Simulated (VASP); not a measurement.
WC3:

```
W C
1.0
     4.43590    0.00000    0.00000
    -2.21795    3.84160    0.00000
     0.00000    0.00000    4.35225
W C
2 6
Direct
  0.33333 0.66667 0.25000
  0.66667 0.33333 0.75000
  0.78207 0.56415 0.25000
  0.21793 0.78207 0.75000
  0.43585 0.21793 0.25000
  0.21793 0.43585 0.75000
  0.78207 0.21793 0.25000
  0.56415 0.78207 0.75000
```

```yaml
Program: VASP 6.6.1
Task: relaxation of cell and atoms
Functional: PBE
Potentials_or_basis: VASP PAW PBE potentials, release 64 (W_sv, C)
Cutoff: 600 eV
k_mesh: 12 × 12 × 10
Occupations: gaussian, width 0.1 eV
Spin: no spin polarisation
```

At the start: pressure 0.7 GPa; volume 9.27 Å³/atom.

Task: How do energy, volume and symmetry change on relaxing?

Result: Over 8 steps the energy falls by 2.6 meV/atom; space group P6_3/mmc (No. 194, to 0.1 Å) before and after.

Step by step:
| step | energy change (eV) | largest force (eV/Å) | pressure (GPa) | volume (Å³) |
| --- | --- | --- | --- | --- |
| 1 | 0.0000 | 0.1500 | 0.72 | 74.17 |
| 2 | -0.0085 | 0.4089 | -2.77 | 74.60 |
| 3 | -0.0140 | 0.2048 | -1.50 | 74.44 |
| 4 | -0.0168 | 0.0658 | 1.45 | 73.80 |
| 5 | -0.0209 | 0.0521 | 0.15 | 74.07 |
| 6 | -0.0211 | 0.0343 | 0.13 | 74.17 |
| 7 | -0.0212 | 0.0026 | 0.13 | 74.13 |
| 8 | -0.0212 | 0.0087 | -0.14 | 74.20 |

Final structure:
```
W C
1.0
     4.46596    0.00000    0.00000
    -2.23298    3.86764    0.00000
     0.00000    0.00000    4.29600
W C
2 6
Direct
  0.33333 0.66667 0.25000
  0.66667 0.33333 0.75000
  0.78208 0.56416 0.25000
  0.21792 0.78208 0.75000
  0.43584 0.21792 0.25000
  0.21792 0.43584 0.75000
  0.78208 0.21792 0.25000
  0.56416 0.78208 0.75000
```
